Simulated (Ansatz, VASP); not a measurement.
**CoNiO2 in VASP and in Ansatz**

```
Co Ni O
1.0
     4.20640    2.10320    2.10320
     2.10320    4.20640    2.10320
     2.10320    2.10320    4.20640
Co Ni O
1 1 2
Direct
  0.00000 0.00000 0.00000
  0.50000 0.50000 0.50000
  0.25000 0.25000 0.25000
  0.75000 0.75000 0.75000
```

Alike in both runs: task single point; functional PBE; k mesh 1 × 1 × 1; non-collinear spin.

|  | VASP | Ansatz |
| --- | --- | --- |
| version | VASP 6.6.1 | Ansatz development build ahead of 0.2.0 |
| potentials or method | VASP PAW PBE potentials, release 64 (Co, Ni, O) | norm-conserving potentials, plane waves, scalar-relativistic |
| plane-wave cutoff (eV) | 600 | 1400 |
| occupations | fermi-dirac, width 0.03 eV | fermi-dirac |

```tsv
	VASP	Ansatz	Ansatz less VASP
net moment per atom (μB)	0.25	0.25	0.000
size of the moment on the site where the two differ most (μB)	0.01	0.07	+0.067
```

Site moments also hang on the region over which each program counts them. Ansatz's warnings: seeded moment not kept.

The k mesh is coarse, so the values compare programs but aren't converged.
